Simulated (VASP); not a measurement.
# Al in VASP: a series of runs

Al is run at these levels: PBE; tasks: single point.

Everything below comes from runs of VASP 6.6.1. Logs are shortened: lines on timing, memory, paths and dates and some standing lists are left out, and cuts for length are marked.

## Step 1: The cell of the first run

The typed cell holds 2 atoms: a = 2.794 Å, b = 4.123 Å, c = 2.856 Å, α = 90.00°, β = 90.00°, γ = 90.00°.

## Step 2: Single point, PBE

Input file INCAR:

```
SYSTEM = Al
PREC     = Accurate       ! precision mode
ENCUT    = 520            ! plane-wave cutoff, eV
EDIFF    = 1E-6           ! SCF threshold, eV
ISMEAR   = 0              ! smearing method
SIGMA    = 0.1            ! smearing width, eV
LREAL    = .False.        ! projectors in reciprocal space
LASPH    = .True.         ! aspherical terms in the spheres
NELM     = 60             ! most SCF steps
ALGO     = Normal         ! electronic algorithm
ISIF     = 2              ! what is computed and relaxed
LWAVE    = .False.        ! write WAVECAR
LCHARG   = .True.         ! write CHGCAR
GGA      = PE             ! functional
LELF     = .True.         ! ELF
LVHAR    = .True.       
NBANDS   = 10             ! bands
```

Input file KPOINTS:

```
regular mesh
0
Gamma
  6 4 8
  0 0 0
```

Input file POSCAR:

```
Al
1.0
    2.7942298151      0.0000000000      0.0000000000
    0.0000000000      4.1233378118      0.0000000000
    0.0000000000      0.0000000000      2.8562162119
Al
2
Direct
    0.5000000000      0.0000000000      0.2502745157
    0.0000000000      0.5000000000      0.7497254843
```

Potentials or basis: VASP PAW PBE potentials, release 64 (Al).

Started as:

```bash
> cat potpaw_PBE.64/Al/POTCAR > POTCAR
> mpirun -np 1 vasp_std > vasp.out
```

OUTCAR:

```text
SYSTEM = Al
   PREC = Accurate
   ENCUT = 520
   EDIFF = 1E-6
   ISMEAR = 0
   LREAL = .False.
   LASPH = .True.
   NELM = 60
   ISIF = 2
   GGA = PE

 ion  position               nearest neighbor table
   1  0.500  0.000  0.250-   2 2.87   2 2.87   2 2.87   2 2.87   2 2.87   2 2.87   2 2.87   2 2.87

   2  0.000  0.500  0.750-   1 2.87   1 2.87   1 2.87   1 2.87   1 2.87   1 2.87   1 2.87   1 2.87

  LATTYP: Found a simple orthorhombic cell.
 ALAT       =     2.7942298151
 B/A-ratio  =     1.0221837146
 C/A-ratio  =     1.4756616616

  Lattice vectors:

 A1 = (  -2.7942298151,   0.0000000000,   0.0000000000)
 A2 = (   0.0000000000,   0.0000000000,   2.8562162119)
 A3 = (   0.0000000000,   4.1233378118,   0.0000000000)

Analysis of symmetry for initial positions (statically):
=====================================================================
 Subroutine PRICEL returns:
 Original cell was already a primitive cell.

 Routine SETGRP: Setting up the symmetry group for a
 simple orthorhombic supercell.

 Subroutine GETGRP returns: Found  8 space group operations
 (whereof  4 operations were pure point group operations)
 out of a pool of  8 trial point group operations.

The static configuration has the point symmetry C_2v.
 The point group associated with its full space group is D_2h.

Analysis of symmetry for dynamics (positions and initial velocities):
=====================================================================
 Subroutine PRICEL returns:
 Original cell was already a primitive cell.

 Routine SETGRP: Setting up the symmetry group for a
 simple orthorhombic supercell.

 Subroutine GETGRP returns: Found  8 space group operations
 (whereof  4 operations were pure point group operations)
 out of a pool of  8 trial point group operations.

The dynamic configuration has the point symmetry C_2v.
 The point group associated with its full space group is D_2h.

 Subroutine INISYM returns: Found  8 space group operations
 (whereof  4 operations are pure point group operations),
 and found     1 'primitive' translations

----------------------------------------------------------------------------------------

                                     Primitive cell

  volume of cell :      32.9080

  direct lattice vectors                    reciprocal lattice vectors
     2.794229815  0.000000000  0.000000000     0.357880370  0.000000000  0.000000000
     0.000000000  4.123337812  0.000000000     0.000000000  0.242521968  0.000000000
     0.000000000  0.000000000  2.856216212     0.000000000  0.000000000  0.350113551

  length of vectors
     2.794229815  4.123337812  2.856216212     0.357880370  0.242521968  0.350113551

  position of ions in fractional coordinates (direct lattice)
     0.500000000  0.000000000  0.250274516
     0.000000000  0.500000000  0.749725484

  ion indices of the primitive-cell ions
   primitive index   ion index
                 1           1
                 2           2

----------------------------------------------------------------------------------------

 KPOINTS: regular mesh

Automatic generation of k-mesh.
 Grid dimensions read from file:
 generate k-points for:    6    4    8

 Generating k-lattice:

  Cartesian coordinates                     Fractional coordinates (reciprocal lattice)
     0.059646728  0.000000000  0.000000000     0.166666667  0.000000000  0.000000000
     0.000000000  0.060630492  0.000000000     0.000000000  0.250000000  0.000000000
     0.000000000  0.000000000  0.043764194     0.000000000  0.000000000  0.125000000

  Length of vectors
     0.059646728  0.060630492  0.043764194

  Shift w.r.t. Gamma in fractional coordinates (k-lattice)
     0.000000000  0.000000000  0.000000000

 Subroutine IBZKPT returns following result:
 ===========================================

 Found     60 irreducible k-points:

 Following reciprocal coordinates:
            Coordinates               Weight
  0.000000  0.000000  0.000000      1.000000
  0.166667  0.000000  0.000000      2.000000
  0.333333  0.000000  0.000000      2.000000
  0.500000  0.000000  0.000000      1.000000
  0.000000  0.250000  0.000000      2.000000
  0.166667  0.250000  0.000000      4.000000
[... 16 lines left out ...]
  0.333333  0.500000  0.125000      4.000000
  0.500000  0.500000  0.125000      2.000000
 [... further k-points ...]
   k-points           NKPTS =     60   k-points in BZ     NKDIM =     60   number of bands    NBANDS=     10
   number of dos      NEDOS =    301   number of ions     NIONS =      2
   total plane-waves  NPLWV =  18432
   dimension x,y,z NGX =    24 NGY =   32 NGZ =   24
   dimension x,y,z NGXF=    48 NGYF=   64 NGZF=   48
   ions per type =               2
   NGX,Y,Z   is equivalent  to a cutoff of  14.28, 12.90, 13.97 a.u.
   NGXF,Y,Z  is equivalent  to a cutoff of  28.56, 25.80, 27.94 a.u.
 SYSTEM =  Al
   PREC   = accura    normal or accurate (medium, high low for compatibility)
   ISTART =      0    job   : 0-new  1-cont  2-samecut
   ICHARG =      2    charge: 1-file 2-atom 10-const
   ISPIN  =      1    spin polarized calculation?
   LNONCOLLINEAR =      F non collinear calculations
   LSORBIT =      F    spin-orbit coupling
   LASPH  =      T    aspherical Exc in radial PAW
   ENCUT  =  520.0 eV  38.22 Ry    6.18 a.u.   5.20  7.67  5.31*2*pi/ulx,y,z
   NELM   =     60;   NELMIN=  2; NELMDL= -5     # of ELM steps
   EDIFF  = 0.1E-05   stopping-criterion for ELM
   LREAL  =      F    real-space projection
   EDIFFG = 0.1E-04   stopping-criterion for IOM
   NSW    =      0    number of steps for IOM
   IBRION =     -1    ionic relax: 0-MD 1-quasi-New 2-CG
   NFREE  =      0    steps in history (QN), initial steepest desc. (CG)
   ISIF   =      2    stress and relaxation
   ISYM   =      2    0-nonsym 1-usesym 2-fastsym
   POTIM  = 0.5000    time-step for ionic-motion
   TEBEG  =    0.0;   TEEND  =   0.0 temperature during run
   PSTRESS=    0.0 pullay stress
   NELECT =       6.0000    total number of electrons
   NUPDOWN=      -1.0000    fix difference up-down
   EMIN   =  10.00;   EMAX   =-10.00  energy-range for DOS
   EFERMI =   0.00;   METHOD = LEGACY
   ISMEAR =     0;   SIGMA  =   0.10  broadening in eV -4-tet -1-fermi 0-gaus
   EFERMI_NEDOS =   21; number of points for ismear=-14 and -15
   IALGO  =     38    algorithm
   IMIX   =      4    mixing-type and parameters
     AMIX     =   0.40;   BMIX     =  1.00
     AMIX_MAG =   1.60;   BMIX_MAG =  1.00
  volume/ion in A,a.u.               =      16.45       111.04
  Fermi-wavevector in a.u.,A,eV,Ry     =   0.928306  1.754244 11.724851  0.861752
  Thomas-Fermi vector in A             =   2.054469
   LORBIT       =      0    0 simple, 1 ext, 2 COOP (PROOUT), +10 PAW based schemes
   GGA     = PE    functional components
   LHFCALC =     F    Hartree Fock is set to
   AEXX    =    0.0000 exact exchange contribution
   IVDW    =     0    specifies the selected vdW correction
   LEPSILON=     F    determine dielectric tensor
   LRPA    =     F    only Hartree local field effects (RPA)
 non-spin polarized calculation
 Gauss-broadening in eV      SIGMA  =   0.10
  energy-cutoff  :      520.00
  volume of cell :       32.91
 maximum number of plane-waves:       904
 NGX is ok and might be reduce to    24

 number of electron       6.0000000 magnetization

 Free energy of the ion-electron system (eV)
  ---------------------------------------------------
  ext. energy  EPLUGINS =         0.00000000
  ---------------------------------------------------
  free energy    TOTEN  =        -7.54047039 eV

  energy without entropy =       -7.53738785  energy(sigma->0) =       -7.53892912

 E-fermi :   7.9167     XC(G=0): -10.2060

 val. band max:        7.7890205925   @ k =   0.3333   0.0000   0.2500
 cond. band min:       7.9359280774   @ k =   0.3333   0.2500   0.5000
 fundamental gap:      0.1469074850
 Fermi energy:         7.9166844495

 k-point     1 :       0.0000    0.0000    0.0000
  band No.  band energies     occupation
      1      -3.1240      2.00000
      2       4.8072      2.00000
      3       5.9959      2.00000
      4      13.5036      0.00000
      5      13.6290      0.00000
      6      14.4403      0.00000
      7      17.5554      0.00000
      8      20.4306      0.00000
      9      20.4425      0.00000
     10      21.1556      0.00000

 k-point     2 :       0.1667    0.0000    0.0000
  band No.  band energies     occupation
      1      -2.5983      2.00000
      2       5.2907      2.00000
      3       6.4944      2.00000
      4       9.4665      0.00000
      5      14.0796      0.00000
      6      15.6226      0.00000
      7      16.9188      0.00000
      8      17.5744      0.00000
      9      20.9543      0.00000
     10      21.6985      0.00000

 k-point     3 :       0.3333    0.0000    0.0000
  band No.  band energies     occupation
      1      -1.0330      2.00000
      2       5.0365      2.00000
      3       6.7439      2.00000
      4       8.1023      0.00866
      5      12.5793      0.00000
      6      13.8178      0.00000
      7      15.4344      0.00000
      8      17.2017      0.00000
      9      20.8220      0.00000
     10      22.4825      0.00000

 k-point     4 :       0.5000    0.0000    0.0000
  band No.  band energies     occupation
      1       1.5364      2.00000
      2       1.5364      2.00000
      3       9.1730      0.00000
      4       9.1730      0.00000
      5      10.5511      0.00000
      6      10.5511      0.00000
      7      17.6970      0.00000
      8      17.6970      0.00000
      9      19.6399      0.00000
     10      19.6399      0.00000
[... 222 lines left out ...]
 k-point    22 :       0.1667    0.5000    0.1250
  band No.  band energies     occupation
      1      -0.1677      2.00000
      2      -0.1677      2.00000
      3      11.4044      0.00000
      4      11.4044      0.00000
      5      13.1777      0.00000
      6      13.1777      0.00000
      7      16.2757      0.00000
      8      16.2757      0.00000
      9      20.8738      0.00000
     10      20.8738      0.00000

 k-point    23 :       0.3333    0.5000    0.1250
  band No.  band energies     occupation
      1       1.3709      2.00000
      2       1.3709      2.00000
      3       7.3729      2.00000
      4       7.3729      2.00000
      5      14.2809      0.00000
      6      14.2809      0.00000
      7      17.4469      0.00000
      8      17.4469      0.00000
      9      20.4166      0.00000
     10      20.4166      0.00000

 k-point    24 :       0.5000    0.5000    0.1250
  band No.  band energies     occupation
      1       3.7498      2.00000
      2       3.7498      2.00000
      3       4.0647      2.00000
      4       4.0647      2.00000
      5      16.3521      0.00000
      6      16.3521      0.00000
      7      16.6894      0.00000
      8      16.6894      0.00000
      9      20.0203      0.00000
     10      20.0203      0.00000

 [... further k-points ...]
[... 5 lines left out ...]
  --------------------------------------------------------------------------------------
  -------------------------------------------------------------------------------------
  Total       -0.0230255     -0.0070562      0.0585001      0.0000000      0.0000000      0.0000000
  in kB       -1.1210319     -0.3435434      2.8481623      0.0000000      0.0000000      0.0000000
  external PRESSURE =       0.4611957 kB  Pullay stress =       0.0000000 kB

 VOLUME and BASIS-vectors are now :
 -----------------------------------------------------------------------------
  energy-cutoff  :      520.00
  volume of cell :       32.91
      direct lattice vectors                 reciprocal lattice vectors
     2.794229815  0.000000000  0.000000000     0.357880370  0.000000000  0.000000000
     0.000000000  4.123337812  0.000000000     0.000000000  0.242521968  0.000000000
     0.000000000  0.000000000  2.856216212     0.000000000  0.000000000  0.350113551

 POSITION                                       TOTAL-FORCE (eV/Angst)
 -----------------------------------------------------------------------------------
      1.39711      0.00000      0.71484         0.000000      0.000000     -0.001702
      0.00000      2.06167      2.14138         0.000000      0.000000      0.001702
 -----------------------------------------------------------------------------------
    total drift:                               -0.000000     -0.000000      0.000000

  FREE ENERGIE OF THE ION-ELECTRON SYSTEM (eV)
  ---------------------------------------------------
  free  energy   TOTEN  =        -7.5404703854 eV

  energy  without entropy=       -7.5373878464  energy(sigma->0) =       -7.53892912
```

Wall time 4.4 s (1 thread of Intel Xeon 6975P-C (Granite Rapids), shared host); peak memory 0.14 GiB.

What came out:

| Item | Value |
| --- | --- |
| Free energy | -7.5405 eV |
| Pressure | 0.0 GPa |
| Band gap on the k mesh | zero (band 3 reaches 15.48 eV, above the bottom of band 4 at 3.51 eV) |

Stress tensor (GPa, compression positive):
```
-0.11  0.00  0.00
 0.00 -0.03  0.00
 0.00  0.00  0.28
```

Caveat: the k points lie up to 0.38 Å⁻¹ apart.

## Step 3: Single point, PBE

This run uses another cell than the first one: it holds 4 atoms, not 2.

Input file INCAR:

```
ALGO     = Fast           # electronic algorithm
EDIFF    = 1E-7           # SCF threshold, eV
ENCUT    = 520            # plane-wave cutoff, eV
GGA      = PE             # functional
ISIF     = 2              # what is computed and relaxed
ISMEAR   = 0              # smearing method
LASPH    = T              # aspherical terms in the spheres
LCHARG   = T              # write CHGCAR
LELF     = T              # ELF
LREAL    = F              # projectors in reciprocal space
LVHAR    = T            
LWAVE    = F              # write WAVECAR
NBANDS   = 14             # bands
NELM     = 100            # most SCF steps
PREC     = Accurate       # precision mode
SIGMA    = 0.2            # smearing width, eV
```

Input file KPOINTS:

```
k-points
0
Gamma
  8 6 6
```

Input file POSCAR:

```
Al
1.0
   -1.4288920766      1.4282300293     -2.0200490114
   -1.4288920766     -4.2846900878     -2.0200490114
   -4.2866762298     -1.4282300293      2.0200490114
Al
4
Direct
    0.7500000000      0.0000000000      0.7500000000
    0.2500000000      1.0000000000      0.2500000000
    0.7500000000      0.5000000000      0.2500000000
    0.2500000000      0.5000000000      0.7500000000
```

Potentials or basis: VASP PAW PBE potentials, release 64 (Al).

Started as:

```bash
> cat potpaw_PBE.64/Al/POTCAR > POTCAR
> mpirun -np 1 vasp_std > vasp.out
```

It took 44 s on 1 thread of Intel Xeon 6975P-C (Granite Rapids), shared host; peak memory 0.24 GiB.

Results (log left out):

- Free energy: -14.9936 eV
- Pressure: 0.0 GPa
- Band gap on the k mesh: zero (band 6 reaches 10.23 eV, above the bottom of band 7 at 6.41 eV)

Stress tensor (GPa, compression positive):
```
-0.03 -0.14  0.55
-0.14  0.00 -0.55
 0.55 -0.55  0.13
```

Levels at points of the mesh, in eV from the Fermi level:
| k point | band 3 | band 4 | band 5 | band 6 | band 7 | band 8 | band 9 | band 10 |
| --- | --- | --- | --- | --- | --- | --- | --- | --- |
| (0.00, 0.00, 0.00) | -4.49 | -4.28 | -4.28 | -2.83 | -1.50 | 5.36 | 5.70 | 5.70 |
| (0.50, 0.00, 0.00) | -0.75 | -0.75 | -0.75 | -0.75 | 0.27 | 0.27 | 1.21 | 1.21 |
| (0.00, 0.50, 0.00) | -4.95 | -4.95 | -0.66 | -0.66 | 3.54 | 3.54 | 3.76 | 3.76 |
| (0.50, 0.50, 0.00) | -4.94 | -4.94 | -0.66 | -0.66 | -0.65 | -0.65 | 3.75 | 3.75 |
| (0.00, 0.00, 0.50) | -4.94 | -4.94 | -0.65 | -0.65 | 3.54 | 3.54 | 3.75 | 3.75 |
| (0.50, 0.00, 0.50) | -4.94 | -4.94 | -0.66 | -0.66 | -0.65 | -0.65 | 3.76 | 3.76 |
| (0.00, 0.50, 0.50) | -6.58 | -6.58 | 1.34 | 1.34 | 2.85 | 2.85 | 7.58 | 7.58 |
| (0.50, 0.50, 0.50) | -4.28 | -4.28 | -2.83 | -2.82 | -1.50 | -1.50 | 5.36 | 5.36 |

## Step 4: Single point, PBE

This run uses another cell than the first one: it holds 4 atoms, not 2.

Input file INCAR:

```
SYSTEM = Al
  ALGO = Normal
  EDIFF = 1E-7
  ENCUT = 520
  GGA = PE
  ISIF = 2
  ISMEAR = 0
  LASPH = .TRUE.
  LCHARG = .FALSE.
  LREAL = .FALSE.
  LWAVE = .FALSE.
  NBANDS = 14
  NELM = 100
  PREC = Accurate
  SIGMA = 0.2
```

Input file KPOINTS:

```
k-points
0
G
  8 6 6
  0 0 0
```

Input file POSCAR:

```
Al
1.0
   -1.4483065375      1.4485499896     -2.0488607691
   -1.4270236514     -4.2631790888     -2.0030828245
   -4.2600500968     -1.4283626956      2.0041290843
Al
4
Direct
    0.7499911848     -0.0000001371      0.7500043145
    0.2499577585      0.9999995826      0.2500055090
    0.7500586271      0.4999976328      0.2499948639
    0.2499924296      0.5000029219      0.7499953125
```

Started as:

```bash
> cat potpaw_PBE.64/Al/POTCAR > POTCAR
> mpirun -np 1 vasp_std > vasp.out
```

Wall time 32 s (1 thread of Intel Xeon 6975P-C (Granite Rapids), shared host); peak memory 0.24 GiB.

The run converged. Its results:

| Item | Value |
| --- | --- |
| Free energy | -14.9970 eV |
| Pressure | 0.0 GPa |
| Band gap on the k mesh | zero (band 6 reaches 10.38 eV, above the bottom of band 7 at 6.34 eV) |

Levels at points of the mesh, in eV from the Fermi level:
| k point | band 4 | band 5 | band 6 | band 7 | band 8 | band 9 |
| --- | --- | --- | --- | --- | --- | --- |
| (0.00, 0.00, 0.00) | -4.14 | -4.14 | -2.75 | -1.40 | 5.21 | 5.27 |
| (0.50, 0.00, 0.00) | -0.83 | -0.69 | -0.69 | 0.25 | 0.25 | 1.18 |
| (0.00, 0.50, 0.00) | -4.87 | -0.48 | -0.48 | 3.74 | 3.74 | 3.91 |
| (0.50, 0.50, 0.00) | -5.03 | -0.71 | -0.71 | -0.70 | -0.70 | 3.82 |
| (0.00, 0.00, 0.50) | -4.88 | -0.49 | -0.49 | 3.75 | 3.75 | 3.92 |
| (0.50, 0.00, 0.50) | -5.03 | -0.71 | -0.71 | -0.71 | -0.71 | 3.81 |
| (0.00, 0.50, 0.50) | -6.49 | 1.48 | 1.48 | 3.04 | 3.04 | 7.16 |
| (0.50, 0.50, 0.50) | -4.41 | -2.85 | -2.85 | -1.55 | -1.55 | 5.39 |

## Step 5: Single point, PBE

This run uses another cell than the first one: it holds 1 atom, not 2.

Input file INCAR:

```
ALGO = Fast ; EDIFF = 1E-6
ENCUT = 520 ; GGA = PE
ISIF = 2 ; ISMEAR = 0
LASPH = True ; LCHARG = False
LREAL = False ; LWAVE = False
NBANDS = 8 ; NELM = 80
PREC = Accurate ; SIGMA = 0.1
```

Input file KPOINTS:

```
k-points
0
Gamma
  28 28 28
```

Input file POSCAR:

```
Al
1.0
   -1.4288920766      1.4282300293      2.0200490114
    1.4288920766     -1.4282300293      2.0200490114
    1.4288920766      1.4282300293     -2.0200490114
Al
1
Direct
    0.0000000000      0.5000000000      0.5000000000
```

Started as:

```bash
> cat potpaw_PBE.64/Al/POTCAR > POTCAR
> mpirun -np 1 vasp_std > vasp.out
```

Wall time 93 s (1 thread of Intel Xeon 6975P-C (Granite Rapids), shared host); peak memory 0.44 GiB.

Results (log left out):

| Property | Result |
| --- | --- |
| Free energy | -3.7464 eV |
| Pressure | 0.0 GPa |

Levels at points of the mesh, in eV from the Fermi level:
```csv
k point,band 1,band 2,band 3,band 4,band 5
"(0.00, 0.00, 0.00)",-11.14,12.62,12.62,12.63,14.11
"(0.50, 0.00, 0.00)",-4.59,-4.38,11.41,11.42,11.46
"(0.00, 0.50, 0.00)",-4.60,-4.38,11.42,11.42,11.46
"(0.50, 0.50, 0.00)",-2.93,-1.60,5.26,5.60,5.60
"(0.50, 0.50, 0.50)",-2.92,-1.60,5.26,5.59,5.60
```

## Step 6: Summary

```csv
cell,k mesh,smearing,gap on the mesh (eV),pressure (GPa)
"a = 2.794, b = 4.123, c = 2.856 Å, 2 atoms",6 × 4 × 8,gaussian 0.1 eV,none,0.0
"a = 2.857, b = 4.948, c = 4.949 Å, angles 70.5, 90.0, 90.0°, 4 atoms",8 × 6 × 6,gaussian 0.2 eV,none,0.0
"a = 2.897, b = 4.922, c = 4.920 Å, angles 70.3, 90.0, 90.0°, 4 atoms",8 × 6 × 6,gaussian 0.2 eV,none,0.0
"a = 2.857 Å, angles 120.0, 120.0, 90.0°, 1 atom",28 × 28 × 28,gaussian 0.1 eV,none,0.0
```

Alike in all rows: task single point; level PBE; potentials or basis VASP PAW PBE potentials, release 64 (Al); no spin polarisation; cutoff (eV) 520.

Caveats: some runs use coarse meshes.

Total energies depend on the potentials used, so only differences within one code and one set of settings carry meaning.
